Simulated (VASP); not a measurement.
# Li2O (Fm-3m) in VASP: single point with PBEsol

Aim: the single point of Li2O with PBEsol.

Program: VASP 6.6.1. These are calculated values, not measurements. Logs are shortened: lines on timing, memory, paths and dates and some standing lists are left out, and cuts for length are marked.

## 1. The cell of the first run

The structure is cubic, space group Fm-3m (No. 225). The conventional cell has a = 4.610 Å, b = 4.610 Å, c = 4.610 Å, α = 90.00°, β = 90.00°, γ = 90.00°. Li (site symmetry -43m) has 4 O at 2.00 Å and 6 Li at 2.30 to 2.31 Å within 2.6 Å. Within 2.6 Å of O (site symmetry m-3m) lie 8 Li at 2.00 Å.

## 2. Single point, PBEsol

Contents of INCAR:

```
PREC = Accurate
ENCUT = 750
EDIFF = 1E-6
ISMEAR = 0
SIGMA = 0.1
LREAL = F
LASPH = T
NELM = 120
ALGO = Normal
ISIF = 2
LWAVE = F
LCHARG = F
GGA = PS
NBANDS = 13
GGA_COMPAT = F
```

Contents of KPOINTS:

```
regular mesh
0
Gamma
  6 6 6
```

Contents of POSCAR:

```
Li2O
1.0
    0.0000000000      2.3050000000      2.3050000000
    2.3050000000      0.0000000000      2.3050000000
    2.3050000000      2.3050000000      0.0000000000
Li O
2 1
Direct
    0.2500000000      0.2500000000      0.2500000000
    0.7500000000      0.7500000000      0.7500000000
    0.0000000000      0.0000000000      0.0000000000
```

Potentials or basis: VASP PAW PBE potentials, release 64 (Li_sv, O).

Command:

```sh
$ cat potpaw_PBE.64/Li_sv/POTCAR potpaw_PBE.64/O/POTCAR > POTCAR
$ mpirun -np 1 vasp_std > vasp.out
```

OUTCAR:

```text
PREC = Accurate
   ENCUT = 750
   EDIFF = 1E-6
   ISMEAR = 0
   LREAL = F
   LASPH = T
   NELM = 120
   ISIF = 2
   GGA = PS

 ion  position               nearest neighbor table
   1  0.250  0.250  0.250-   3 2.00   3 2.00   3 2.00   3 2.00   2 2.31   2 2.31   2 2.31   2 2.31
                             2 2.31   2 2.31
   2  0.750  0.750  0.750-   3 2.00   3 2.00   3 2.00   3 2.00   1 2.31   1 2.31   1 2.31   1 2.31
                             1 2.31   1 2.31
   3  0.000  0.000  0.000-   1 2.00   2 2.00   2 2.00   2 2.00   2 2.00   1 2.00   1 2.00   1 2.00

  LATTYP: Found a face centered cubic cell.
 ALAT       =     4.6100000000

  Lattice vectors:

 A1 = (   0.0000000000,   2.3050000000,   2.3050000000)
 A2 = (   2.3050000000,   0.0000000000,   2.3050000000)
 A3 = (   2.3050000000,   2.3050000000,   0.0000000000)

Analysis of symmetry for initial positions (statically):
=====================================================================
 Subroutine PRICEL returns:
 Original cell was already a primitive cell.

 Routine SETGRP: Setting up the symmetry group for a
 face centered cubic supercell.

 Subroutine GETGRP returns: Found 48 space group operations
 (whereof 48 operations were pure point group operations)
 out of a pool of 48 trial point group operations.

The static configuration has the point symmetry O_h .

Analysis of symmetry for dynamics (positions and initial velocities):
=====================================================================
 Subroutine PRICEL returns:
 Original cell was already a primitive cell.

 Routine SETGRP: Setting up the symmetry group for a
 face centered cubic supercell.

 Subroutine GETGRP returns: Found 48 space group operations
 (whereof 48 operations were pure point group operations)
 out of a pool of 48 trial point group operations.

The dynamic configuration has the point symmetry O_h .

 Subroutine INISYM returns: Found 48 space group operations
 (whereof 48 operations are pure point group operations),
 and found     1 'primitive' translations

----------------------------------------------------------------------------------------

                                     Primitive cell

  volume of cell :      24.4930

  direct lattice vectors                    reciprocal lattice vectors
     0.000000000  2.305000000  2.305000000    -0.216919740  0.216919740  0.216919740
     2.305000000  0.000000000  2.305000000     0.216919740 -0.216919740  0.216919740
     2.305000000  2.305000000  0.000000000     0.216919740  0.216919740 -0.216919740

  length of vectors
     3.259762261  3.259762261  3.259762261     0.375716010  0.375716010  0.375716010

  position of ions in fractional coordinates (direct lattice)
     0.250000000  0.250000000  0.250000000
     0.750000000  0.750000000  0.750000000
     0.000000000  0.000000000  0.000000000

  ion indices of the primitive-cell ions
   primitive index   ion index
                 1           1
                 2           2
                 3           3

----------------------------------------------------------------------------------------

 KPOINTS: regular mesh

Automatic generation of k-mesh.
 Grid dimensions read from file:
 generate k-points for:    6    6    6

 Generating k-lattice:

  Cartesian coordinates                     Fractional coordinates (reciprocal lattice)
    -0.036153290  0.036153290  0.036153290     0.166666667  0.000000000  0.000000000
     0.036153290 -0.036153290  0.036153290     0.000000000  0.166666667  0.000000000
     0.036153290  0.036153290 -0.036153290     0.000000000  0.000000000  0.166666667

  Length of vectors
     0.062619335  0.062619335  0.062619335

  Shift w.r.t. Gamma in fractional coordinates (k-lattice)
     0.000000000  0.000000000  0.000000000

 Subroutine IBZKPT returns following result:
 ===========================================

 Found     16 irreducible k-points:

 Following reciprocal coordinates:
            Coordinates               Weight
  0.000000  0.000000  0.000000      1.000000
  0.166667  0.000000  0.000000      8.000000
  0.333333  0.000000  0.000000      8.000000
  0.500000  0.000000  0.000000      4.000000
  0.166667  0.166667  0.000000      6.000000
  0.333333  0.166667  0.000000     24.000000
[... 8 lines left out ...]
 -0.333333  0.333333  0.166667     24.000000
 -0.333333  0.500000  0.166667     12.000000
   k-points           NKPTS =     16   k-points in BZ     NKDIM =     16   number of bands    NBANDS=     13
   number of dos      NEDOS =    301   number of ions     NIONS =      3
   total plane-waves  NPLWV =  27000
   dimension x,y,z NGX =    30 NGY =   30 NGZ =   30
   dimension x,y,z NGXF=    60 NGYF=   60 NGZF=   60
   ions per type =               2   1
   NGX,Y,Z   is equivalent  to a cutoff of  15.30, 15.30, 15.30 a.u.
   NGXF,Y,Z  is equivalent  to a cutoff of  30.60, 30.60, 30.60 a.u.
 SYSTEM =  unknown system
   PREC   = accura    normal or accurate (medium, high low for compatibility)
   ISTART =      0    job   : 0-new  1-cont  2-samecut
   ICHARG =      2    charge: 1-file 2-atom 10-const
   ISPIN  =      1    spin polarized calculation?
   LNONCOLLINEAR =      F non collinear calculations
   LSORBIT =      F    spin-orbit coupling
   LASPH  =      T    aspherical Exc in radial PAW
   ENCUT  =  750.0 eV  55.12 Ry    7.42 a.u.   7.28  7.28  7.28*2*pi/ulx,y,z
   NELM   =    120;   NELMIN=  2; NELMDL= -5     # of ELM steps
   EDIFF  = 0.1E-05   stopping-criterion for ELM
   LREAL  =      F    real-space projection
   EDIFFG = 0.1E-04   stopping-criterion for IOM
   NSW    =      0    number of steps for IOM
   IBRION =     -1    ionic relax: 0-MD 1-quasi-New 2-CG
   NFREE  =      0    steps in history (QN), initial steepest desc. (CG)
   ISIF   =      2    stress and relaxation
   ISYM   =      2    0-nonsym 1-usesym 2-fastsym
   POTIM  = 0.5000    time-step for ionic-motion
   TEBEG  =    0.0;   TEEND  =   0.0 temperature during run
   PSTRESS=    0.0 pullay stress
   NELECT =      12.0000    total number of electrons
   NUPDOWN=      -1.0000    fix difference up-down
   EMIN   =  10.00;   EMAX   =-10.00  energy-range for DOS
   EFERMI =   0.00;   METHOD = LEGACY
   ISMEAR =     0;   SIGMA  =   0.10  broadening in eV -4-tet -1-fermi 0-gaus
   EFERMI_NEDOS =   21; number of points for ismear=-14 and -15
   IALGO  =     38    algorithm
   IMIX   =      4    mixing-type and parameters
     AMIX     =   0.40;   BMIX     =  1.00
     AMIX_MAG =   1.60;   BMIX_MAG =  1.00
  volume/ion in A,a.u.               =       8.16        55.10
  Fermi-wavevector in a.u.,A,eV,Ry     =   1.290588  2.438858 22.662103  1.665618
  Thomas-Fermi vector in A             =   2.422410
   LORBIT       =      0    0 simple, 1 ext, 2 COOP (PROOUT), +10 PAW based schemes
   GGA     = PS    functional components
   LHFCALC =     F    Hartree Fock is set to
   AEXX    =    0.0000 exact exchange contribution
   IVDW    =     0    specifies the selected vdW correction
   LEPSILON=     F    determine dielectric tensor
   LRPA    =     F    only Hartree local field effects (RPA)
 non-spin polarized calculation
 Gauss-broadening in eV      SIGMA  =   0.10
  energy-cutoff  :      750.00
  volume of cell :       24.49
 maximum number of plane-waves:      1158
 NGX is ok and might be reduce to    30
   NGX = 15   NGY = 15   NGZ = 15

 number of electron      12.0000001 magnetization

 Free energy of the ion-electron system (eV)
  ---------------------------------------------------
  ext. energy  EPLUGINS =         0.00000000
  ---------------------------------------------------
  free energy    TOTEN  =       -14.75573854 eV

  energy without entropy =      -14.75573854  energy(sigma->0) =      -14.75573854

 E-fermi :   1.8017     XC(G=0):  -9.9482

 val. band max:        1.2536494649   @ k =   0.0000   0.0000   0.0000
 cond. band min:       6.0887133285   @ k =   0.5000   0.5000   0.0000
 fundamental gap:      4.8350638636
 Fermi energy:         1.8017412726

 k-point     1 :       0.0000    0.0000    0.0000
  band No.  band energies     occupation
      1     -41.0030      2.00000
      2     -40.6459      2.00000
      3     -14.1104      2.00000
      4       1.2536      2.00000
      5       1.2536      2.00000
      6       1.2536      2.00000
      7       6.4542      0.00000
      8      13.0935      0.00000
      9      13.0935      0.00000
     10      13.0935      0.00000
     11      20.1506      0.00000
     12      20.1506      0.00000
     13      20.1506      0.00000

 k-point     2 :       0.1667    0.0000    0.0000
  band No.  band energies     occupation
      1     -40.9753      2.00000
      2     -40.6665      2.00000
      3     -14.0579      2.00000
      4       0.3947      2.00000
      5       1.1297      2.00000
      6       1.1297      2.00000
      7       7.1628      0.00000
      8      13.1001      0.00000
      9      13.4301      0.00000
     10      13.4301      0.00000
     11      18.3698      0.00000
     12      18.3698      0.00000
     13      21.0555      0.00000

 k-point     3 :       0.3333    0.0000    0.0000
  band No.  band energies     occupation
      1     -40.9025      2.00000
      2     -40.7247      2.00000
      3     -13.9440      2.00000
      4      -0.9804      2.00000
      5       0.9034      2.00000
      6       0.9034      2.00000
      7       8.7266      0.00000
      8      12.4348      0.00000
      9      13.4720      0.00000
     10      13.4720      0.00000
     11      18.2151      0.00000
     12      18.2151      0.00000
     13      22.9630      0.00000

 k-point     4 :       0.5000    0.0000    0.0000
  band No.  band energies     occupation
      1     -40.8106      2.00000
      2     -40.8093      2.00000
      3     -13.8821      2.00000
      4      -1.5729      2.00000
      5       0.7995      2.00000
      6       0.7995      2.00000
      7      10.3789      0.00000
      8      11.0356      0.00000
      9      13.2117      0.00000
     10      13.2117      0.00000
     11      19.0222      0.00000
     12      19.0222      0.00000
     13      24.0530      0.00000

 k-point     5 :       0.1667    0.1667    0.0000
  band No.  band energies     occupation
      1     -40.9681      2.00000
      2     -40.6712      2.00000
      3     -14.0421      2.00000
      4       0.6116      2.00000
      5       0.8609      2.00000
      6       0.8609      2.00000
      7       7.1517      0.00000
      8      13.3746      0.00000
      9      13.3746      0.00000
     10      13.8708      0.00000
     11      16.1390      0.00000
     12      21.9045      0.00000
     13      21.9045      0.00000
[... 129 lines left out ...]
 k-point    14 :       0.5000    0.3333    0.1667
  band No.  band energies     occupation
      1     -40.8672      2.00000
      2     -40.7494      2.00000
      3     -13.8776      2.00000
      4      -0.8088      2.00000
      5       0.0408      2.00000
      6       0.4762      2.00000
      7       8.1608      0.00000
      8      12.2353      0.00000
      9      14.5321      0.00000
     10      15.0980      0.00000
     11      16.6368      0.00000
     12      21.0959      0.00000
     13      23.4236      0.00000

 k-point    15 :      -0.3333    0.3333    0.1667
  band No.  band energies     occupation
      1     -40.8059      2.00000
      2     -40.8056      2.00000
      3     -13.8381      2.00000
      4      -1.0330      2.00000
      5      -0.0212      2.00000
      6       0.1818      2.00000
      7       8.6758      0.00000
      8      11.5536      0.00000
      9      14.8105      0.00000
     10      15.0206      0.00000
     11      18.8702      0.00000
     12      19.1975      0.00000
     13      24.2477      0.00000

 k-point    16 :      -0.3333    0.5000    0.1667
  band No.  band energies     occupation
      1     -40.8333      2.00000
      2     -40.7753      2.00000
      3     -13.8266      2.00000
      4      -0.5124      2.00000
      5      -0.3114      2.00000
      6      -0.2071      2.00000
      7       7.5686      0.00000
      8      12.5238      0.00000
      9      15.0214      0.00000
     10      15.6331      0.00000
     11      18.0398      0.00000
     12      21.1755      0.00000
     13      23.1994      0.00000

------------------------ aborting loop because EDIFF is reached ----------------------------------------

  FORCE on cell =-STRESS in cart. coord.  units (eV):
  Direction    XX          YY          ZZ          XY          YZ          ZX
  --------------------------------------------------------------------------------------
  -------------------------------------------------------------------------------------
  Total       -0.2297630     -0.2297630     -0.2297630      0.0000000      0.0000000      0.0000000
  in kB      -15.0296132    -15.0296132    -15.0296132      0.0000000      0.0000000      0.0000000
  external PRESSURE =     -15.0296132 kB  Pullay stress =       0.0000000 kB

 VOLUME and BASIS-vectors are now :
 -----------------------------------------------------------------------------
  energy-cutoff  :      750.00
  volume of cell :       24.49
      direct lattice vectors                 reciprocal lattice vectors
     0.000000000  2.305000000  2.305000000    -0.216919740  0.216919740  0.216919740
     2.305000000  0.000000000  2.305000000     0.216919740 -0.216919740  0.216919740
     2.305000000  2.305000000  0.000000000     0.216919740  0.216919740 -0.216919740

 POSITION                                       TOTAL-FORCE (eV/Angst)
 -----------------------------------------------------------------------------------
      1.15250      1.15250      1.15250         0.000000      0.000000      0.000000
      3.45750      3.45750      3.45750        -0.000000     -0.000000     -0.000000
      0.00000      0.00000      0.00000         0.000000     -0.000000      0.000000
 -----------------------------------------------------------------------------------
    total drift:                                0.000000     -0.000000      0.000000

  FREE ENERGIE OF THE ION-ELECTRON SYSTEM (eV)
  ---------------------------------------------------
  free  energy   TOTEN  =       -14.7557385444 eV

  energy  without entropy=      -14.7557385444  energy(sigma->0) =      -14.75573854
```

It took 4.8 s on 1 thread of Intel Xeon 6975P-C (Granite Rapids), shared host; peak memory 0.16 GiB.

What came out:

* Free energy: -14.7557 eV
* Pressure: -1.5 GPa
* Band gap on the k mesh: 4.84 eV, indirect (least direct gap 5.20 eV)

Levels at points of the mesh, in eV from the valence-band top:
```tsv
k point	band 3	band 4	band 5	band 6	band 7	band 8	band 9	band 10
(0.00, 0.00, 0.00)	-15.36	0.00	0.00	0.00	5.20	11.84	11.84	11.84
(0.50, 0.00, 0.00)	-15.14	-2.83	-0.45	-0.45	9.13	9.78	11.96	11.96
(0.50, 0.50, 0.00)	-15.09	-1.62	-1.41	-1.41	4.84	13.47	13.47	14.70
```

Caveat: the PAW data sets were made with another functional, which shifts forces and pressure a little.
